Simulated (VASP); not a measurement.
# Hf (P6/mmm) in VASP: a series of runs

Runs on Hf. Level: PBEsol. Tasks: relaxation of cell and atoms, relaxation of shape and atoms at fixed volume.

Everything below comes from runs of VASP 6.6.1. Logs are shortened: lines on timing, memory, paths and dates and some standing lists are left out, and cuts for length are marked.

## Step 1: The cell of the first run

It takes space group P6/mmm (No. 191, hexagonal). The conventional cell has a = 4.962 Å, b = 4.962 Å, c = 3.086 Å, α = 90.00°, β = 90.00°, γ = 120.00°. Within 3.8 Å of Hf (site symmetry -6m2) lie 11 Hf at 2.87 to 3.25 Å. Hf (site symmetry 6/mmm) has 14 Hf at 3.09 to 3.25 Å within 4.1 Å.

This isn't the form of Hf at room conditions, which is hcp.

## Step 2: Relaxation of cell and atoms, PBEsol

The input, INCAR:

```
SYSTEM = Hf
ALGO = Fast
EDIFF = 1E-7
EDIFFG = -0.01
ENCUT = 600
GGA = PS
IBRION = 2
ISIF = 3
ISMEAR = 0
LASPH = .TRUE.
LCHARG = .FALSE.
LREAL = .FALSE.
LWAVE = .FALSE.
NELM = 80
NSW = 80
PREC = Accurate
SIGMA = 0.05
```

The input, KPOINTS:

```
k-points
0
G
  10 10 12
  0 0 0
```

The input, POSCAR:

```
Hf
1.0
    4.9623295440      0.0000000000      0.0000000000
   -2.4811647720      4.2975034470      0.0000000000
    0.0000000000      0.0000000000      3.0862322500
Hf
3
Direct
    0.6666666700      0.3333333300      0.5000000000
    0.3333333300      0.6666666700      0.5000000000
    0.0000000000      0.0000000000      0.0000000000
```

Potentials or basis: VASP PAW PBE potentials, release 64 (Hf_pv).

Run with:

```
$ cat potpaw_PBE.64/Hf_pv/POTCAR > POTCAR
$ mpirun -np 1 vasp_std > vasp.out
```

OUTCAR:

```text
SYSTEM = Hf
   EDIFF = 1E-7
   EDIFFG = -0.01
   ENCUT = 600
   GGA = PS
   IBRION = 2
   ISIF = 3
   ISMEAR = 0
   LASPH = .TRUE.
   LREAL = .FALSE.
   NELM = 80
   NSW = 80
   PREC = Accurate

 ion  position               nearest neighbor table
   1  0.667  0.333  0.500-   2 2.87   2 2.87   2 2.87   3 3.25   3 3.25   3 3.25   3 3.25   3 3.25
                             3 3.25
   2  0.333  0.667  0.500-   1 2.87   1 2.87   1 2.87   3 3.25   3 3.25   3 3.25   3 3.25   3 3.25
                             3 3.25
   3  0.000  0.000  0.000-   1 3.25   2 3.25   1 3.25   2 3.25   2 3.25   2 3.25   1 3.25   1 3.25
                             1 3.25   1 3.25   2 3.25   2 3.25

  LATTYP: Found a hexagonal cell.
 ALAT       =     4.9623295440
 C/A-ratio  =     0.6219321435

  Lattice vectors:

 A1 = (   4.9623295440,   0.0000000000,   0.0000000000)
 A2 = (  -2.4811647720,   4.2975034470,   0.0000000000)
 A3 = (   0.0000000000,   0.0000000000,   3.0862322500)

Analysis of symmetry for initial positions (statically):
=====================================================================
 Subroutine PRICEL returns:
 Original cell was already a primitive cell.

 Routine SETGRP: Setting up the symmetry group for a
 hexagonal supercell.

 Subroutine GETGRP returns: Found 24 space group operations
 (whereof 24 operations were pure point group operations)
 out of a pool of 24 trial point group operations.

The static configuration has the point symmetry D_6h.

Analysis of symmetry for dynamics (positions and initial velocities):
=====================================================================
 Subroutine PRICEL returns:
 Original cell was already a primitive cell.

 Routine SETGRP: Setting up the symmetry group for a
 hexagonal supercell.

 Subroutine GETGRP returns: Found 24 space group operations
 (whereof 24 operations were pure point group operations)
 out of a pool of 24 trial point group operations.

The dynamic configuration has the point symmetry D_6h.

 Subroutine INISYM returns: Found 24 space group operations
 (whereof 24 operations are pure point group operations),
 and found     1 'primitive' translations

----------------------------------------------------------------------------------------

                                     Primitive cell

  volume of cell :      65.8158

  direct lattice vectors                    reciprocal lattice vectors
[... 94 lines left out ...]
   NFREE  =      1    steps in history (QN), initial steepest desc. (CG)
   ISIF   =      3    stress and relaxation
   ISYM   =      2    0-nonsym 1-usesym 2-fastsym
   POTIM  = 0.5000    time-step for ionic-motion
   TEBEG  =    0.0;   TEEND  =   0.0 temperature during run
   PSTRESS=    0.0 pullay stress
   NELECT =      30.0000    total number of electrons
   NUPDOWN=      -1.0000    fix difference up-down
   EMIN   =  10.00;   EMAX   =-10.00  energy-range for DOS
   EFERMI =   0.00;   METHOD = LEGACY
   ISMEAR =     0;   SIGMA  =   0.05  broadening in eV -4-tet -1-fermi 0-gaus
   EFERMI_NEDOS =   21; number of points for ismear=-14 and -15
   IALGO  =     68    algorithm
   IMIX   =      4    mixing-type and parameters
     AMIX     =   0.40;   BMIX     =  1.00
     AMIX_MAG =   1.60;   BMIX_MAG =  1.00
  volume/ion in A,a.u.               =      21.94       148.05
  Fermi-wavevector in a.u.,A,eV,Ry     =   1.259907  2.380879 21.597416  1.587365
  Thomas-Fermi vector in A             =   2.393443
   LORBIT       =      0    0 simple, 1 ext, 2 COOP (PROOUT), +10 PAW based schemes
   GGA     = PS    functional components
   LHFCALC =     F    Hartree Fock is set to
   AEXX    =    0.0000 exact exchange contribution
   IVDW    =     0    specifies the selected vdW correction
   LEPSILON=     F    determine dielectric tensor
   LRPA    =     F    only Hartree local field effects (RPA)
 conjugate gradient relaxation of ions
 non-spin polarized calculation
 RMM-DIIS sequential band-by-band and
 Gauss-broadening in eV      SIGMA  =   0.05
  energy-cutoff  :      600.00
  volume of cell :       65.82
 maximum number of plane-waves:      2218
 NGX is ok and might be reduce to    40
   NGX = 19   NGY = 19   NGZ = 13

--------------------------------------- Ionic step        1  -------------------------------------------

 number of electron      30.0000002 magnetization

 Free energy of the ion-electron system (eV)
  ---------------------------------------------------
  ext. energy  EPLUGINS =         0.00000000
  ---------------------------------------------------
  free energy    TOTEN  =       -31.39188084 eV

  energy without entropy =      -31.38920009  energy(sigma->0) =      -31.39054047

------------------------ aborting loop because EDIFF is reached ----------------------------------------

  FORCE on cell =-STRESS in cart. coord.  units (eV):
  Direction    XX          YY          ZZ          XY          YZ          ZX
  --------------------------------------------------------------------------------------
  -------------------------------------------------------------------------------------
  Total       -1.3407732     -1.3407732     -1.2832070      0.0000000      0.0000000     -0.0000000
  in kB      -32.6388972    -32.6388972    -31.2375422      0.0000000      0.0000000     -0.0000000
  external PRESSURE =     -32.1717788 kB  Pullay stress =       0.0000000 kB
[... 172 lines left out ...]
--------------------------------------- Ionic step        6  -------------------------------------------

 number of electron      30.0000001 magnetization

 Free energy of the ion-electron system (eV)
  ---------------------------------------------------
  ext. energy  EPLUGINS =         0.00000000
  ---------------------------------------------------
  free energy    TOTEN  =       -31.41128094 eV

  energy without entropy =      -31.40866251  energy(sigma->0) =      -31.40997173

 E-fermi :   4.8853     XC(G=0): -11.6128

 val. band max:        4.8803161925   @ k =   0.4000   0.1000   0.3333
 cond. band min:       4.8859511958   @ k =   0.4000   0.2000   0.2500
 fundamental gap:      0.0056350033
 Fermi energy:         4.8853417284

 k-point     1 :       0.0000    0.0000    0.0000
  band No.  band energies     occupation
      1     -25.6976      2.00000
      2     -25.6976      2.00000
      3     -25.6652      2.00000
      4     -25.6652      2.00000
      5     -25.2509      2.00000
      6     -24.9812      2.00000
[... 505 lines left out ...]
      6     -25.0683      2.00000
[... 11 lines left out ...]
     18       5.9524      0.00000
     19       6.5598      0.00000

 [... further k-points ...]
[... 5 lines left out ...]
  --------------------------------------------------------------------------------------
  -------------------------------------------------------------------------------------
  Total       -0.0149646     -0.0149646     -0.0027456      0.0000000      0.0000000      0.0000000
  in kB       -0.3749453     -0.3749453     -0.0687931      0.0000000      0.0000000      0.0000000
  external PRESSURE =      -0.2728945 kB  Pullay stress =       0.0000000 kB
[... 18 lines left out ...]
  FREE ENERGIE OF THE ION-ELECTRON SYSTEM (eV)
  ---------------------------------------------------
  free  energy   TOTEN  =       -31.4112809370 eV

  energy  without entropy=      -31.4086625147  energy(sigma->0) =      -31.40997173

 reached required accuracy - stopping structural energy minimisation
```

OSZICAR:

```text
N       E                     dE             d eps       ncg     rms          rms(c)
DAV:   1     0.103175268101E+03    0.10318E+03   -0.18310E+04  3748   0.168E+03
[... 64 lines left out ...]
       N       E                     dE             d eps       ncg     rms          rms(c)
DAV:   1    -0.314112992355E+02   -0.21977E-04   -0.79165E-04  3790   0.211E-01    0.585E-02
RMM:   2    -0.314112852000E+02    0.14036E-04   -0.21446E-05  4072   0.328E-02    0.166E-02
RMM:   3    -0.314112810713E+02    0.41286E-05   -0.85208E-06  4077   0.180E-02    0.904E-03
RMM:   4    -0.314112808326E+02    0.23868E-06   -0.28100E-06  4363   0.935E-03    0.994E-03
RMM:   5    -0.314112809931E+02   -0.16043E-06   -0.50843E-07  3093   0.365E-03    0.386E-03
RMM:   6    -0.314112809370E+02    0.56115E-07   -0.21545E-07  2472   0.256E-03
   6 F= -.31411281E+02 E0= -.31409972E+02  d E =-.261348E-04
```

CONTCAR:

```text
Hf
   1.00000000000000
     4.9128396532487599   -0.0000000000000000   -0.0000000000000000
    -2.4564198266243800    4.2546439443805264   -0.0000000000000000
    -0.0000000000000000    0.0000000000000000    3.0592257949417108
  Hf
     3
Direct
     0.6666666699999979    0.3333333300000021    0.5000000000000000
     0.3333333300000021    0.6666666699999979    0.5000000000000000
     0.0000000000000000    0.0000000000000000    0.0000000000000000

  0.00000000E+00  0.00000000E+00  0.00000000E+00
  0.00000000E+00  0.00000000E+00  0.00000000E+00
  0.00000000E+00  0.00000000E+00  0.00000000E+00
```

It took 17 min on 1 thread of Intel Xeon 8259CL, shared host; peak memory 0.3 GiB.

Results:

- Free energy: -31.4113 eV
- Relaxed volume: 21.32 Å³/atom
- Relaxed cell: a = 4.913 Å, b = 4.913 Å, c = 3.059 Å, α = 90.00°, β = 90.00°, γ = 120.00°
- Space group after relaxing (to 0.1 Å): P6/mmm (No. 191)
- Energy gained by relaxing: 6.5 meV/atom
- Ionic steps: 6
- Pressure after relaxing: 0.0 GPa
- Band gap on the k mesh: zero (bands 15 and 16 overlap by 0.96 eV)

The path:
| step | energy change (eV) | largest force (eV/Å) | pressure (GPa) | volume (Å³) |
| --- | --- | --- | --- | --- |
| 1 | 0.0000 | 0.0000 | -3.22 | 65.82 |
| 2 | 0.0103 | 0.0000 | 4.41 | 61.71 |
| 3 | -0.0194 | 0.0000 | 0.00 | 63.94 |
| 4 | -0.0194 | 0.0000 | 0.05 | 63.91 |
| 5 | -0.0194 | 0.0000 | -0.05 | 63.96 |
| 6 | -0.0194 | 0.0000 | -0.03 | 63.95 |

Final structure:
```xyz
3
Lattice="4.9128 0.0000 0.0000 -2.4564 4.2546 0.0000 0.0000 0.0000 3.0592" Properties=species:S:1:pos:R:3 pbc="T T T"
Hf    2.4564    1.4182    1.5296
Hf    0.0000    2.8364    1.5296
Hf    0.0000    0.0000    0.0000
```

Caveat: the PAW data sets were made with another functional, which shifts forces and pressure a little; spin-orbit coupling is left out, which moves the levels of the heavy elements.

## Step 3: Relaxation of shape and atoms at fixed volume, PBEsol (22.23 Å³/atom)

This run uses another cell than the first one, of 22.23 Å³/atom.

The input, INCAR:

```
  ALGO = Fast
  EDIFF = 1E-6
  EDIFFG = -0.01
  ENCUT = 600
  GGA = PS
  IBRION = 2
  ISIF = 4
  ISMEAR = 0
  LASPH = True
  LCHARG = False
  LREAL = False
  LWAVE = False
  NELM = 80
  NSW = 60
  PREC = Accurate
  SIGMA = 0.05
```

The input, KPOINTS:

```
k-points
0
Gamma
  10 10 12
```

The input, POSCAR:

```
Hf
1.0
    4.9836103218      0.0000000000      0.0000000000
   -2.4918051609      4.3159331413      0.0000000000
    0.0000000000      0.0000000000      3.1008866246
Hf
3
Direct
    0.6666666667      0.3333333333      0.5000000000
    0.3333333333      0.6666666667      0.5000000000
    0.0000000000      0.0000000000      0.0000000000
```

Potentials or basis: VASP PAW PBE potentials, release 64 (Hf_pv).

Run with:

```
$ cat potpaw_PBE.64/Hf_pv/POTCAR > POTCAR
$ mpirun -np 1 vasp_std > vasp.out
```

It took 3.8 min on 1 thread of Intel Xeon 8259CL, shared host; peak memory 0.29 GiB.

The run converged. Its results:

```yaml
Free_energy: -31.3705 eV
Pressure_after_relaxing: -4.6 GPa
Band_gap_on_the_k_mesh: zero (bands 15 and 16 overlap by 0.96 eV)
```

Final structure:
```
Hf
1.0
     4.98361    0.00000    0.00000
    -2.49181    4.31593    0.00000
     0.00000    0.00000    3.10089
Hf
3
Direct
  0.66667 0.33333 0.50000
  0.33333 0.66667 0.50000
  0.00000 0.00000 0.00000
```

Levels at points of the mesh, in eV from the Fermi level:
| k point | band 13 | band 14 | band 15 | band 16 | band 17 | band 18 |
| --- | --- | --- | --- | --- | --- | --- |
| (0.00, 0.00, 0.00) | -0.61 | -0.61 | -0.57 | -0.57 | 1.11 | 2.14 |
| (0.50, 0.00, 0.00) | -0.43 | -0.38 | -0.32 | 0.21 | 0.88 | 1.08 |
| (0.00, 0.00, 0.50) | -2.18 | -1.84 | -1.84 | 1.40 | 1.40 | 2.00 |
| (0.50, 0.00, 0.50) | -1.35 | -0.74 | -0.67 | 0.49 | 0.62 | 1.11 |

Caveat: the relaxation stopped at its first step, so nothing moved; the PAW data sets were made with another functional, which shifts forces and pressure a little; spin-orbit coupling is left out, which moves the levels of the heavy elements.

## Step 4: Relaxation of shape and atoms at fixed volume, PBEsol (19.67 Å³/atom)

This run uses another cell than the first one, of 19.67 Å³/atom.

The input, INCAR:

```
SYSTEM = Hf
PREC = Accurate ; ENCUT = 600
EDIFF = 1E-6 ; ISMEAR = 0
SIGMA = 0.05 ; LREAL = .False.
LASPH = .True. ; NELM = 60
ALGO = Fast ; ISIF = 4
LWAVE = .False. ; LCHARG = .False.
GGA = PS ; IBRION = 2
NSW = 60 ; EDIFFG = -0.01
```

The input, KPOINTS:

```
regular mesh
0
Gamma
  10 10 14
  0 0 0
```

The input, POSCAR:

```
Hf
1.0
    4.7821047711      0.0000000000      0.0000000000
   -2.3910523856      4.1414242153      0.0000000000
    0.0000000000      0.0000000000      2.9791361774
Hf
3
Direct
    0.6666666667      0.3333333333      0.5000000000
    0.3333333333      0.6666666667      0.5000000000
    0.0000000000      0.0000000000      0.0000000000
```

Run with:

```
$ cat potpaw_PBE.64/Hf_pv/POTCAR > POTCAR
$ mpirun -np 1 vasp_std > vasp.out
```

Run time: 5.9 min. Hardware: 1 thread of Intel Xeon 8259CL, shared host; peak memory 0.28 GiB.

It converged, with:

* Free energy: -31.2510 eV
* Energy gained by relaxing: 0.0 meV/atom
* Ionic steps: 3
* Pressure after relaxing: 10.7 GPa
* Band gap on the k mesh: zero (bands 15 and 16 overlap by 1.02 eV)

Step by step:
| step | energy change (eV) | largest force (eV/Å) | pressure (GPa) | volume (Å³) |
| --- | --- | --- | --- | --- |
| 1 | 0.0000 | 0.0000 | 10.69 | 59.00 |
| 2 | -0.0001 | 0.0000 | 10.74 | 59.00 |
| 3 | -0.0001 | 0.0000 | 10.75 | 59.00 |

Final structure:
```
CELL_PARAMETERS angstrom
4.77895 0.00000 0.00000
-2.38948 4.13869 0.00000
0.00000 0.00000 2.98307
ATOMIC_POSITIONS crystal
Hf 0.66667 0.33333 0.50000
Hf 0.33333 0.66667 0.50000
Hf 0.00000 0.00000 0.00000
```

Levels at points of the mesh, in eV from the Fermi level:
```tsv
k point	band 12	band 13	band 14	band 15	band 16	band 17	band 18	band 19
(0.00, 0.00, 0.00)	-0.63	-0.61	-0.61	-0.57	-0.57	1.18	2.28	2.28
(0.50, 0.00, 0.00)	-3.94	-0.66	-0.62	-0.49	0.08	0.93	1.55	1.60
(0.00, 0.00, 0.50)	-3.05	-2.24	-2.24	-2.13	1.47	1.47	2.30	2.30
(0.50, 0.00, 0.50)	-2.39	-1.74	-0.94	-0.68	0.46	0.96	1.15	1.94
```

Caveat: the PAW data sets were made with another functional, which shifts forces and pressure a little; spin-orbit coupling is left out, which moves the levels of the heavy elements.

## Step 5: The runs side by side

| task | cell | k mesh | gap on the mesh (eV) | pressure (GPa) |
| --- | --- | --- | --- | --- |
| relaxation of cell and atoms | relaxed from a = 4.962, b = 4.962, c = 3.086 Å, angles 90.0, 90.0, 120.0°, 3 atoms | 10 × 10 × 12 | none | 0.0 |
| relaxation of shape and atoms at fixed volume | relaxed from a = 4.984, b = 4.984, c = 3.101 Å, angles 90.0, 90.0, 120.0°, 3 atoms | 10 × 10 × 12 | none | -4.6 |
| relaxation of shape and atoms at fixed volume | relaxed from a = 4.782, b = 4.782, c = 2.979 Å, angles 90.0, 90.0, 120.0°, 3 atoms | 10 × 10 × 14 | none | 10.7 |

Alike in all rows: level PBEsol; potentials or basis VASP PAW PBE potentials, release 64 (Hf_pv); no spin polarisation; cutoff (eV) 600; smearing gaussian 0.05 eV.

Caveats: the PAW data sets were made with another functional, which shifts forces and pressure a little; spin-orbit coupling is left out, which moves the levels of the heavy elements; the relaxation stopped at its first step, so nothing moved (at least some runs).

Absolute energies hang on the potentials; compare differences alone.
